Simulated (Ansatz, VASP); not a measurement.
## Ni: VASP beside Ansatz

File POSCAR:

```
Ni
1.0
    0.0000000000      1.7315341311      1.7315341311
    1.7315341311      0.0000000000      1.7315341311
    1.7315341311      1.7315341311      0.0000000000
Ni
1
Direct
    0.0000000000      0.0000000000      0.0000000000
```

Contents of INCAR.step1:

```
ALGO = Normal
EDIFF = 1E-4
ENCUT = 520
GGA = PE
ISMEAR = 0
ISPIN = 2
LASPH = T
LCHARG = F
LMAXMIX = 4
LREAL = F
LWAVE = T
MAGMOM = 0.93
NBANDS = 15
NELM = 150
PREC = Accurate
SIGMA = 0.05
```

The input INCAR.step2:

```
ALGO = Normal
EDIFF = 1E-6
ENCUT = 520
ISIF = 2
ISMEAR = 0
ISPIN = 2
ISTART = 1
LASPH = T
LCHARG = F
LMAXMIX = 4
LMIXTAU = T
LORBIT = 11
LREAL = F
LWAVE = F
MAGMOM = 0.93
METAGGA = R2SCAN
NBANDS = 15
NELM = 150
PREC = Accurate
SIGMA = 0.05
```

Contents of KPOINTS:

```
k-points
0
Gamma
  20 20 20
```

Input for Ansatz:

```yaml
crystal:
  lattice:
    - [0.0, 1.7315341311, 1.7315341311]
    - [1.7315341311, 0.0, 1.7315341311]
    - [1.7315341311, 1.7315341311, 0.0]
  atoms:
    - { symbol: Ni, position: [0.0, 0.0, 0.0], spin: 0.93 }
basis:
  ecutwfc: 600
  ecutrho_ratio: 5
kpoints:
  mp_grid: { grid: [20, 20, 20] }
hamiltonian:
  xc: r2scan
scf:
  occupations: { method: gaussian, width: 0.05 }
output:
  forces: true
  stress: true
  eigenvalues: true
  populations: true
magnetization:
  spin_polarized: true
```

Alike in both runs: task single point; functional r2SCAN; k mesh 20 × 20 × 20; occupations gaussian, width 0.05 eV; collinear spin.

|  | VASP | Ansatz |
| --- | --- | --- |
| version | VASP 6.6.1 | Ansatz 0.2.0 |
| potentials or method | VASP PAW PBE potentials, release 64 (Ni), cutoff 520 eV | scalar-relativistic, plane waves, PAW |
| valence electrons in the cell | 10 | 18 |

|  | VASP | Ansatz | Ansatz less VASP |
| --- | --- | --- | --- |
| gap on the k mesh at the Fermi level (eV) | none | none | - |
| pressure (GPa) | 3.3 | 3.1 | -0.28 |
| net moment per atom (μB) | 0.72 | 0.75 | +0.029 |
| size of the moment on the site where the two differ most (μB) | 0.73 | 0.81 | +0.078 |

VASP's potentials were made for PBE, not for r2SCAN. Site moments also hang on the region over which each program counts them. A gap of «none» marks a metal or a gap that the smearing closes. VASP's potentials hold 10 valence electrons a cell and Ansatz's 18, so a difference there can come from the potentials and not from the codes. Ansatz's warnings: stability check not made.
